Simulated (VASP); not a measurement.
# Os (Im-3m) in VASP: further runs

The runs below take Os through single point, relaxation of cell and atoms, with PBE.

Everything below comes from runs of VASP 6.6.1. Logs are shortened: lines on timing, memory, paths and dates and some standing lists are left out, and cuts for length are marked.

### 1 The cell of the first run

It takes space group Im-3m (No. 229, cubic). Conventional cell: a = 2.999 Å, b = 2.999 Å, c = 2.999 Å, α = 90.00°, β = 90.00°, γ = 90.00°. Os (site symmetry m-3m) has 14 Os at 2.60 to 3.00 Å within 3.4 Å.

This isn't the form of Os at room conditions, which is hcp.

### 2 Single point, PBE

File INCAR:

```
SYSTEM = Os
PREC     = Accurate       ! precision mode
ENCUT    = 520            ! plane-wave cutoff, eV
EDIFF    = 1E-6           ! SCF threshold, eV
ISMEAR   = -1             ! smearing method
SIGMA    = 0.1            ! smearing width, eV
LREAL    = .False.        ! projectors in reciprocal space
LASPH    = .True.         ! aspherical terms in the spheres
NELM     = 60             ! most SCF steps
ALGO     = Normal         ! electronic algorithm
ISIF     = 2              ! what is computed and relaxed
LWAVE    = .False.        ! write WAVECAR
LCHARG   = .True.         ! write CHGCAR
GGA      = PE             ! functional
LELF     = .True.         ! ELF
LVHAR    = .True.       
NBANDS   = 10             ! bands
```

File KPOINTS:

```
Automatic mesh
0
Gamma
  18 18 18
  0 0 0
```

File POSCAR:

```
Os
1.0
   -1.4994671616      1.4994671616      1.4994671616
    1.4994671616     -1.4994671616      1.4994671616
    1.4994671616      1.4994671616     -1.4994671616
Os
1
Direct
    0.0000000000      0.0000000000      0.0000000000
```

Potentials or basis: VASP PAW PBE potentials, release 64 (Os).

Started as:

```
> cat potpaw_PBE.64/Os/POTCAR > POTCAR
> mpirun -np 1 vasp_std > vasp.out
```

OUTCAR:

```text
SYSTEM = Os
   PREC = Accurate
   ENCUT = 520
   EDIFF = 1E-6
   ISMEAR = -1
   LREAL = .False.
   LASPH = .True.
   NELM = 60
   ISIF = 2
   GGA = PE

 ion  position               nearest neighbor table
   1  0.000  0.000  0.000-

  LATTYP: Found a body centered cubic cell.
 ALAT       =     2.9989343232

  Lattice vectors:

 A1 = (  -1.4994671616,   1.4994671616,   1.4994671616)
 A2 = (   1.4994671616,  -1.4994671616,   1.4994671616)
 A3 = (   1.4994671616,   1.4994671616,  -1.4994671616)

Analysis of symmetry for initial positions (statically):
=====================================================================
 Subroutine PRICEL returns:
 Original cell was already a primitive cell.

 Routine SETGRP: Setting up the symmetry group for a
 body centered cubic supercell.

 Subroutine GETGRP returns: Found 48 space group operations
 (whereof 48 operations were pure point group operations)
 out of a pool of 48 trial point group operations.

The static configuration has the point symmetry O_h .

Analysis of symmetry for dynamics (positions and initial velocities):
=====================================================================
 Subroutine PRICEL returns:
 Original cell was already a primitive cell.

 Routine SETGRP: Setting up the symmetry group for a
 body centered cubic supercell.

 Subroutine GETGRP returns: Found 48 space group operations
 (whereof 48 operations were pure point group operations)
 out of a pool of 48 trial point group operations.

The dynamic configuration has the point symmetry O_h .

 Subroutine INISYM returns: Found 48 space group operations
 (whereof 48 operations are pure point group operations),
 and found     1 'primitive' translations

----------------------------------------------------------------------------------------

                                     Primitive cell

  volume of cell :      13.4856

  direct lattice vectors                    reciprocal lattice vectors
    -1.499467162  1.499467162  1.499467162     0.000000000  0.333451784  0.333451784
     1.499467162 -1.499467162  1.499467162     0.333451784  0.000000000  0.333451784
     1.499467162  1.499467162 -1.499467162     0.333451784  0.333451784  0.000000000

  length of vectors
     2.597153308  2.597153308  2.597153308     0.471572035  0.471572035  0.471572035

  position of ions in fractional coordinates (direct lattice)
     0.000000000  0.000000000  0.000000000

  ion indices of the primitive-cell ions
   primitive index   ion index
                 1           1

----------------------------------------------------------------------------------------

 KPOINTS: Automatic mesh

Automatic generation of k-mesh.
 Grid dimensions read from file:
 generate k-points for:   18   18   18

 Generating k-lattice:

  Cartesian coordinates                     Fractional coordinates (reciprocal lattice)
     0.000000000  0.018525099  0.018525099     0.055555556  0.000000000  0.000000000
     0.018525099  0.000000000  0.018525099     0.000000000  0.055555556  0.000000000
     0.018525099  0.018525099  0.000000000     0.000000000  0.000000000  0.055555556

  Length of vectors
     0.026198446  0.026198446  0.026198446

  Shift w.r.t. Gamma in fractional coordinates (k-lattice)
     0.000000000  0.000000000  0.000000000

 Subroutine IBZKPT returns following result:
 ===========================================

 Found    195 irreducible k-points:

 Following reciprocal coordinates:
            Coordinates               Weight
  0.000000  0.000000  0.000000      1.000000
  0.055556  0.000000  0.000000     12.000000
  0.111111  0.000000  0.000000     12.000000
  0.166667  0.000000  0.000000     12.000000
  0.222222  0.000000  0.000000     12.000000
  0.277778  0.000000  0.000000     12.000000
[... 16 lines left out ...]
  0.333333  0.111111  0.000000     48.000000
  0.388889  0.111111  0.000000     48.000000
 [... further k-points ...]
   k-points           NKPTS =    195   k-points in BZ     NKDIM =    195   number of bands    NBANDS=     10
   number of dos      NEDOS =    301   number of ions     NIONS =      1
   total plane-waves  NPLWV =   8000
   dimension x,y,z NGX =    20 NGY =   20 NGZ =   20
   dimension x,y,z NGXF=    40 NGYF=   40 NGZF=   40
   ions per type =               1
   NGX,Y,Z   is equivalent  to a cutoff of  12.80, 12.80, 12.80 a.u.
   NGXF,Y,Z  is equivalent  to a cutoff of  25.60, 25.60, 25.60 a.u.
 SYSTEM =  Os
   PREC   = accura    normal or accurate (medium, high low for compatibility)
   ISTART =      0    job   : 0-new  1-cont  2-samecut
   ICHARG =      2    charge: 1-file 2-atom 10-const
   ISPIN  =      1    spin polarized calculation?
   LNONCOLLINEAR =      F non collinear calculations
   LSORBIT =      F    spin-orbit coupling
   LASPH  =      T    aspherical Exc in radial PAW
   ENCUT  =  520.0 eV  38.22 Ry    6.18 a.u.   4.83  4.83  4.83*2*pi/ulx,y,z
   NELM   =     60;   NELMIN=  2; NELMDL= -5     # of ELM steps
   EDIFF  = 0.1E-05   stopping-criterion for ELM
   LREAL  =      F    real-space projection
   EDIFFG = 0.1E-04   stopping-criterion for IOM
   NSW    =      0    number of steps for IOM
   IBRION =     -1    ionic relax: 0-MD 1-quasi-New 2-CG
   NFREE  =      0    steps in history (QN), initial steepest desc. (CG)
   ISIF   =      2    stress and relaxation
   ISYM   =      2    0-nonsym 1-usesym 2-fastsym
   POTIM  = 0.5000    time-step for ionic-motion
   TEBEG  =    0.0;   TEEND  =   0.0 temperature during run
   PSTRESS=    0.0 pullay stress
   NELECT =       8.0000    total number of electrons
   NUPDOWN=      -1.0000    fix difference up-down
   EMIN   =  10.00;   EMAX   =-10.00  energy-range for DOS
   EFERMI =   0.00;   METHOD = LEGACY
   ISMEAR =    -1;   SIGMA  =   0.10  broadening in eV -4-tet -1-fermi 0-gaus
   EFERMI_NEDOS =   21; number of points for ismear=-14 and -15
   IALGO  =     38    algorithm
   IMIX   =      4    mixing-type and parameters
     AMIX     =   0.40;   BMIX     =  1.00
     AMIX_MAG =   1.60;   BMIX_MAG =  1.00
  volume/ion in A,a.u.               =      13.49        91.01
  Fermi-wavevector in a.u.,A,eV,Ry     =   1.375565  2.599441 25.744669  1.892180
  Thomas-Fermi vector in A             =   2.500889
   LORBIT       =      0    0 simple, 1 ext, 2 COOP (PROOUT), +10 PAW based schemes
   GGA     = PE    functional components
   LHFCALC =     F    Hartree Fock is set to
   AEXX    =    0.0000 exact exchange contribution
   IVDW    =     0    specifies the selected vdW correction
   LEPSILON=     F    determine dielectric tensor
   LRPA    =     F    only Hartree local field effects (RPA)
 non-spin polarized calculation
  energy-cutoff  :      520.00
  volume of cell :       13.49
 maximum number of plane-waves:       376
   NGX =  9   NGY =  9   NGZ =  9

 number of electron       8.0000000 magnetization

 Free energy of the ion-electron system (eV)
  ---------------------------------------------------
  ext. energy  EPLUGINS =         0.00000000
  ---------------------------------------------------
  free energy    TOTEN  =       -10.23751513 eV

  energy without entropy =      -10.19935185  energy(sigma->0) =      -10.21843349

 E-fermi :  10.3620     XC(G=0): -14.2571

 val. band max:       10.3546389551   @ k =   0.3333   0.1667   0.0556
 cond. band min:      10.3762585813   @ k =   0.2778   0.2222   0.0556
 fundamental gap:      0.0216196262
 Fermi energy:        10.3619953707

 k-point     1 :       0.0000    0.0000    0.0000
  band No.  band energies     occupation
      1      -1.2454      2.00000
      2       6.6421      2.00000
      3       6.6421      2.00000
      4       6.6421      2.00000
      5      10.2479      1.51559
      6      10.2479      1.51559
      7      26.6052      0.00000
      8      26.6052      0.00000
      9      26.6052      0.00000
     10      39.5468      0.00000

 k-point     2 :       0.0556    0.0000    0.0000
  band No.  band energies     occupation
      1      -1.0850      2.00000
      2       6.5563      2.00000
      3       6.6324      2.00000
      4       6.7940      2.00000
      5      10.1192      1.83786
      6      10.2525      1.49862
      7      26.7261      0.00000
      8      26.8703      0.00000
      9      26.9317      0.00000
     10      37.9465      0.00000

 k-point     3 :       0.1111    0.0000    0.0000
  band No.  band energies     occupation
      1      -0.6220      2.00000
      2       6.3171      2.00000
      3       6.5834      2.00000
      4       7.2443      2.00000
      5       9.8304      1.99022
      6      10.2711      1.42541
      7      27.0115      0.00000
      8      27.6451      0.00000
      9      27.7431      0.00000
     10      35.8246      0.00000

 k-point     4 :       0.1667    0.0000    0.0000
  band No.  band energies     occupation
      1       0.0823      2.00000
      2       5.9710      2.00000
      3       6.4669      2.00000
      4       7.9751      2.00000
      5       9.5932      1.99908
      6      10.3155      1.22840
      7      27.1808      0.00000
      8      28.4676      0.00000
      9      28.8752      0.00000
     10      34.3470      0.00000
[... 222 lines left out ...]
 k-point    22 :       0.2778    0.1111    0.0000
  band No.  band energies     occupation
      1       2.3918      2.00000
      2       4.9219      2.00000
      3       6.4885      2.00000
      4       9.6684      1.99806
      5      10.9201      0.00751
      6      12.2653      0.00000
      7      23.9173      0.00000
      8      25.6083      0.00000
      9      30.3700      0.00000
     10      32.9483      0.00000

 k-point    23 :       0.3333    0.1111    0.0000
  band No.  band energies     occupation
      1       2.4322      2.00000
      2       4.6826      2.00000
      3       7.3762      2.00000
      4       9.9612      1.96432
      5      11.0930      0.00134
      6      13.6122      0.00000
      7      22.0656      0.00000
      8      24.4535      0.00000
      9      28.9846      0.00000
     10      34.6306      0.00000

 k-point    24 :       0.3889    0.1111    0.0000
  band No.  band energies     occupation
      1       2.3610      2.00000
      2       4.5356      2.00000
      3       8.2226      2.00000
      4      10.0538      1.91226
      5      11.4030      0.00006
      6      14.6915      0.00000
      7      20.5032      0.00000
      8      23.7562      0.00000
      9      27.9188      0.00000
     10      35.3332      0.00000

 [... further k-points ...]

------------------------ aborting loop because EDIFF is reached ----------------------------------------

  FORCE on cell =-STRESS in cart. coord.  units (eV):
  Direction    XX          YY          ZZ          XY          YZ          ZX
  --------------------------------------------------------------------------------------
  -------------------------------------------------------------------------------------
  Total        3.4600888      3.4600888      3.4600888      0.0000000      0.0000000      0.0000000
  in kB      411.0805824    411.0805824    411.0805824      0.0000000      0.0000000      0.0000000
  external PRESSURE =     411.0805824 kB  Pullay stress =       0.0000000 kB

 VOLUME and BASIS-vectors are now :
 -----------------------------------------------------------------------------
  energy-cutoff  :      520.00
  volume of cell :       13.49
      direct lattice vectors                 reciprocal lattice vectors
    -1.499467162  1.499467162  1.499467162     0.000000000  0.333451784  0.333451784
     1.499467162 -1.499467162  1.499467162     0.333451784  0.000000000  0.333451784
     1.499467162  1.499467162 -1.499467162     0.333451784  0.333451784  0.000000000

 POSITION                                       TOTAL-FORCE (eV/Angst)
 -----------------------------------------------------------------------------------
      0.00000      0.00000      0.00000         0.000000     -0.000000      0.000000
 -----------------------------------------------------------------------------------
    total drift:                                0.000000      0.000000      0.000000

  FREE ENERGIE OF THE ION-ELECTRON SYSTEM (eV)
  ---------------------------------------------------
  free  energy   TOTEN  =       -10.2375151321 eV

  energy  without entropy=      -10.1993518511  energy(sigma->0) =      -10.21843349
```

It took 8.6 s on 1 thread of Intel Xeon 6975P-C (Granite Rapids), shared host; peak memory 0.15 GiB.

Results:

| Quantity | Value |
| --- | --- |
| Free energy | -10.2375 eV |
| Pressure | 41.1 GPa |
| Band gap on the k mesh | zero (bands 4 and 5 overlap by 5.16 eV) |

Caveat: the cell stands under pressure; spin-orbit coupling is left out, which moves the levels of the heavy elements.

### 3 Single point, PBE

File INCAR:

```
PREC = Accurate ; ENCUT = 520
EDIFF = 1E-6 ; ISMEAR = -1
SIGMA = 0.1 ; LREAL = F
LASPH = T ; NELM = 100
ALGO = Normal ; ISIF = 2
LWAVE = F ; LCHARG = F
GGA = PE ; NBANDS = 10
```

File KPOINTS:

```
regular mesh
0
Gamma
  18 18 18
```

File POSCAR:

```
Os
1.0
   -1.4993380420      1.4993380420      1.4993380420
    1.4993380420     -1.4993380420      1.4993380420
    1.4993380420      1.4993380420     -1.4993380420
Os
1
Direct
    0.0000000000      0.0000000000      0.0000000000
```

Potentials or basis: VASP PAW PBE potentials, release 64 (Os).

Started as:

```
> cat potpaw_PBE.64/Os/POTCAR > POTCAR
> mpirun -np 1 vasp_std > vasp.out
```

OUTCAR:

```text
PREC = Accurate
   ENCUT = 520
   EDIFF = 1E-6
   ISMEAR = -1
   LREAL = F
   LASPH = T
   NELM = 100
   ISIF = 2
   GGA = PE

 ion  position               nearest neighbor table
   1  0.000  0.000  0.000-

  LATTYP: Found a body centered cubic cell.
 ALAT       =     2.9986760840

  Lattice vectors:

 A1 = (  -1.4993380420,   1.4993380420,   1.4993380420)
 A2 = (   1.4993380420,  -1.4993380420,   1.4993380420)
 A3 = (   1.4993380420,   1.4993380420,  -1.4993380420)

[... 488 lines left out ...]
     10      35.3399      0.00000

 [... further k-points ...]

------------------------ aborting loop because EDIFF is reached ----------------------------------------

  FORCE on cell =-STRESS in cart. coord.  units (eV):
  Direction    XX          YY          ZZ          XY          YZ          ZX
  --------------------------------------------------------------------------------------
  -------------------------------------------------------------------------------------
  Total        3.4711033      3.4711033      3.4711033      0.0000000      0.0000000      0.0000000
  in kB      412.4957202    412.4957202    412.4957202      0.0000000      0.0000000      0.0000000
  external PRESSURE =     412.4957202 kB  Pullay stress =       0.0000000 kB

 VOLUME and BASIS-vectors are now :
 -----------------------------------------------------------------------------
  energy-cutoff  :      520.00
  volume of cell :       13.48
      direct lattice vectors                 reciprocal lattice vectors
    -1.499338042  1.499338042  1.499338042     0.000000000  0.333480500  0.333480500
     1.499338042 -1.499338042  1.499338042     0.333480500  0.000000000  0.333480500
     1.499338042  1.499338042 -1.499338042     0.333480500  0.333480500  0.000000000

 POSITION                                       TOTAL-FORCE (eV/Angst)
 -----------------------------------------------------------------------------------
      0.00000      0.00000      0.00000         0.000000     -0.000000      0.000000
 -----------------------------------------------------------------------------------
    total drift:                                0.000000     -0.000000      0.000000

  FREE ENERGIE OF THE ION-ELECTRON SYSTEM (eV)
  ---------------------------------------------------
  free  energy   TOTEN  =       -10.2366204434 eV

  energy  without entropy=      -10.1984740377  energy(sigma->0) =      -10.21754724
```

OSZICAR:

```text
N       E                     dE             d eps       ncg     rms          rms(c)
DAV:   1     0.368077176020E+02    0.36808E+02   -0.42644E+03  4012   0.748E+02
DAV:   2    -0.978083980012E+01   -0.46589E+02   -0.43698E+02  4000   0.202E+02
DAV:   3    -0.108098513911E+02   -0.10290E+01   -0.10205E+01  4556   0.277E+01
DAV:   4    -0.108124916201E+02   -0.26402E-02   -0.26398E-02  4326   0.157E+00
DAV:   5    -0.108125005017E+02   -0.88816E-05   -0.88815E-05  4404   0.826E-02    0.196E+01
DAV:   6    -0.103849950842E+02    0.42751E+00   -0.39844E-01  4702   0.489E+00    0.986E+00
DAV:   7    -0.102401546566E+02    0.14484E+00   -0.36103E-01  4956   0.442E+00    0.690E-01
DAV:   8    -0.102366062658E+02    0.35484E-02   -0.42381E-03  4226   0.657E-01    0.143E-01
DAV:   9    -0.102366307487E+02   -0.24483E-04   -0.29809E-05  4420   0.436E-02    0.173E-02
DAV:  10    -0.102366205812E+02    0.10168E-04   -0.25528E-06  4194   0.230E-02    0.462E-03
DAV:  11    -0.102366204434E+02    0.13777E-06   -0.32615E-08  2254   0.263E-03
   1 F= -.10236620E+02 E0= -.10217547E+02  d E =-.381464E-01
```

It took 8.3 s on 1 thread of Intel Xeon 6975P-C (Granite Rapids), shared host; peak memory 0.15 GiB.

What came out:

```
Free energy            : -10.2366 eV
Pressure               : 41.2 GPa
Band gap on the k mesh : zero (bands 4 and 5 overlap by 5.16 eV)
```

Levels at points of the mesh, in eV from the Fermi level:
```
           k point  band 1  band 2  band 3  band 4  band 5  band 6  band 7  band 8  band 9
(0.00, 0.00, 0.00)  -11.61   -3.72   -3.72   -3.72   -0.11   -0.11   16.24   16.24   16.24
(0.50, 0.00, 0.00)   -8.48   -6.02   -0.25   -0.23    0.64    3.65    9.96   12.49   17.93
(0.50, 0.50, 0.50)   -8.16   -8.16    2.70    2.70    2.70    8.24    8.24    8.24   16.70
```

Caveat: the cell stands under pressure; spin-orbit coupling is left out, which moves the levels of the heavy elements.

### 4 Relaxation of cell and atoms, PBE, target pressure 40 GPa, at which the enthalpy is minimised

This run uses another cell than the first one, of 13.18 Å³/atom.

File INCAR:

```
PREC = Accurate
ENCUT = 600
EDIFF = 1E-7
ISMEAR = -1
SIGMA = 0.1
LREAL = False
LASPH = True
NELM = 100
ALGO = Normal
ISIF = 3
LWAVE = False
LCHARG = False
GGA = PE
IBRION = 2
NSW = 60
EDIFFG = -0.005
PSTRESS = 400.0
```

File KPOINTS:

```
Automatic mesh
0
Gamma
  18 18 18
```

File POSCAR:

```
Os
1.0
   -1.4879345306      1.4879345306      1.4879345306
    1.4879345306     -1.4879345306      1.4879345306
    1.4879345306      1.4879345306     -1.4879345306
Os
1
Direct
    0.0000000000      0.0000000000      0.0000000000
```

Started as:

```
> cat potpaw_PBE.64/Os/POTCAR > POTCAR
> mpirun -np 1 vasp_std > vasp.out
```

Wall time 69 s (1 thread of Intel Xeon 8259CL, shared host); peak memory 0.17 GiB.

It converged, with:

- Free energy: -10.2456 eV
- Relaxed volume: 13.52 Å³/atom
- Relaxed cell: a = 2.599 Å, b = 2.599 Å, c = 2.599 Å, α = 109.47°, β = 109.47°, γ = 109.47°
- Space group after relaxing (to 0.1 Å): Im-3m (No. 229)
- Energy change on relaxing (the run minimises the enthalpy): -99.9 meV/atom
- Ionic steps: 4
- Pressure after relaxing: 40.0 GPa
- Band gap on the k mesh: zero (bands 4 and 5 overlap by 5.14 eV)

Step by step:
```
step  energy change (eV)  largest force (eV/Å)  pressure (GPa)  volume (Å³)
   1              0.0000                0.0000           54.57        13.18
   2             -0.1999                0.0000          -16.71        15.60
   3             -0.1060                0.0000           38.97        13.54
   4             -0.0999                0.0000           39.97        13.52
```

Final structure:
```
Os
1.0
    -1.50062    1.50062    1.50062
     1.50062   -1.50062    1.50062
     1.50062    1.50062   -1.50062
Os
1
Direct
  0.00000 0.00000 0.00000
```

Levels at points of the mesh, in eV from the Fermi level:
```csv
k point,band 1,band 2,band 3,band 4,band 5,band 6,band 7,band 8
"(0.00, 0.00, 0.00)",-11.59,-3.71,-3.71,-3.71,-0.11,-0.11,16.24,16.24
"(0.50, 0.00, 0.00)",-8.45,-5.99,-0.25,-0.23,0.64,3.63,9.92,12.49
"(0.50, 0.50, 0.50)",-8.13,-8.13,2.69,2.69,2.69,8.23,8.23,8.23
```

Caveat: the cell is relaxed towards a set pressure, so the run minimises the enthalpy, not the energy; spin-orbit coupling is left out, which moves the levels of the heavy elements.

(Continued in part 2 of 2.)
